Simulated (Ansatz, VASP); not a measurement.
Rh in VASP and in Ansatz

The input POSCAR:

```
Rh
1.0
    0.0000000000      1.9251540455      1.9251540455
    1.9251540455      0.0000000000      1.9251540455
    1.9251540455      1.9251540455      0.0000000000
Rh
1
Direct
    0.0000000000      0.0000000000      0.0000000000
```

Contents of INCAR.step1:

```
PREC = Accurate ; ENCUT = 520
ISMEAR = -1 ; SIGMA = 0.05
LREAL = F ; LASPH = T
NELM = 150 ; ISPIN = 2
MAGMOM = 1 ; LMAXMIX = 4
NBANDS = 18 ; GGA = PE
ALGO = Normal ; EDIFF = 1E-4
LWAVE = T ; LCHARG = F
```

The input INCAR.step2:

```
PREC = Accurate ; ENCUT = 520
EDIFF = 1E-6 ; ISMEAR = -1
SIGMA = 0.05 ; LREAL = F
LASPH = T ; NELM = 150
ALGO = Normal ; ISIF = 2
LWAVE = F ; LCHARG = T
ISPIN = 2 ; MAGMOM = 1
LORBIT = 11 ; LMAXMIX = 4
METAGGA = R2SCAN ; LMIXTAU = T
LELF = T ; LVHAR = T
NBANDS = 18 ; ISTART = 1
```

File KPOINTS:

```
Automatic mesh
0
Gamma
  23 23 23
```

Input for Ansatz:

```yaml
crystal:
  lattice:
    - [0.0, 1.9251540455, 1.9251540455]
    - [1.9251540455, 0.0, 1.9251540455]
    - [1.9251540455, 1.9251540455, 0.0]
  atoms:
    - { symbol: Rh, position: [0.0, 0.0, 0.0], spin: 1.0 }
hamiltonian:
  xc: r2scan
  pseudopotentials:
    kind: paw
    azcp:
      Rh: "pseudopotentials/Rh.paw.azcp"
basis:
  ecutwfc: 500
  fft_grid_basis: typed
kpoints:
  mp_grid: { grid: [23, 23, 23], shift: [0, 0, 0] }
magnetization:
  spin_polarized: true
scf:
  occupations: { method: fermi_dirac, width: 0.05 }
output:
  stress: true
```

Alike in both runs: task single point; functional r2SCAN; k mesh 23 × 23 × 23; occupations fermi-dirac, width 0.05 eV; collinear spin.

|  | VASP | Ansatz |
| --- | --- | --- |
| version | VASP 6.6.1 | Ansatz 0.2.0 |
| potentials or method | VASP PAW PBE potentials, release 64 (Rh_pv), cutoff 520 eV | plane waves (500 eV) with PAW, scalar-relativistic |
| valence electrons in the cell | 15 | 17 |

|  | VASP | Ansatz | Ansatz less VASP |
| --- | --- | --- | --- |
| pressure (GPa) | -8.9 | -10.0 | -1.15 |
| net moment per atom (μB) | 0.00 | 0.00 | 0.000 |

VASP's potentials were made for PBE, not for r2SCAN. With one functional, cell and mesh, what is left measures potentials, basis and numerics. VASP's potentials hold 15 valence electrons a cell and Ansatz's 17, so a difference there can come from the potentials and not from the codes. Ansatz's warnings: seeded moment not kept, stability check not made.
